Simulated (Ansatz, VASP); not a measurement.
## Two plane-wave programs on MgO

The input POSCAR:

```
MgO
1.0
    0.0000000000      2.2208976240      2.2208976240
    2.2208976240      0.0000000000      2.2208976240
    2.2208976240      2.2208976240      0.0000000000
Mg O
1 1
Direct
    0.0000000000      0.0000000000      0.0000000000
    0.5000000000      0.5000000000      0.5000000000
```

Contents of INCAR.step1:

```
ALGO = Normal
EDIFF = 1E-5
ENCUT = 660
GGA = PE
GGA_COMPAT = F
ISMEAR = 0
LASPH = T
LCHARG = F
LREAL = F
LWAVE = T
NBANDS = 11
NELM = 120
PREC = Accurate
SIGMA = 0.02
```

INCAR.step2

```
ALGO = Normal
EDIFF = 1E-6
ENCUT = 660
GGA_COMPAT = F
ISIF = 2
ISMEAR = 0
ISTART = 1
LASPH = T
LCHARG = F
LMIXTAU = T
LREAL = F
LWAVE = F
METAGGA = R2SCAN
NBANDS = 11
NELM = 120
PREC = Accurate
SIGMA = 0.02
```

File KPOINTS:

```
k-points
0
Gamma
  10 10 10
```

Input for Ansatz:

```yaml
crystal:
  lattice:
    - [0.0, 2.220897624, 2.220897624]
    - [2.220897624, 0.0, 2.220897624]
    - [2.220897624, 2.220897624, 0.0]
  atoms:
    - { symbol: Mg, position: [0.0, 0.0, 0.0] }
    - { symbol: O, position: [0.5, 0.5, 0.5] }
basis:
  ecutwfc: 500
kpoints:
  mp_grid: { grid: [10, 10, 10] }
hamiltonian:
  xc: r2scan
scf:
  occupations: { method: gaussian, width: 0.02 }
output:
  forces: true
  stress: true
  eigenvalues: true
  populations: true
```

Alike in both runs: task single point; functional r2SCAN; k mesh 10 × 10 × 10; occupations gaussian, width 0.02 eV; no spin polarisation.

|  | VASP | Ansatz |
| --- | --- | --- |
| version | VASP 6.6.1 | Ansatz 0.2.0 |
| potentials or method | VASP PAW PBE potentials, release 64 (Mg, O), cutoff 660 eV | scalar-relativistic, plane waves, PAW |
| valence electrons in the cell | 8 | 16 |

|  | VASP | Ansatz | Ansatz less VASP |
| --- | --- | --- | --- |
| gap on the k mesh at the Fermi level (eV) | 4.14 | 4.17 | +0.024 |
| least direct gap on the mesh (eV) | 4.14 | 4.17 | +0.024 |
| pressure (GPa) | -20.8 | -19.6 | +1.18 |

VASP's potentials were made for PBE, not for r2SCAN. VASP's potentials hold 8 valence electrons a cell and Ansatz's 16, so a difference there can come from the potentials and not from the codes.
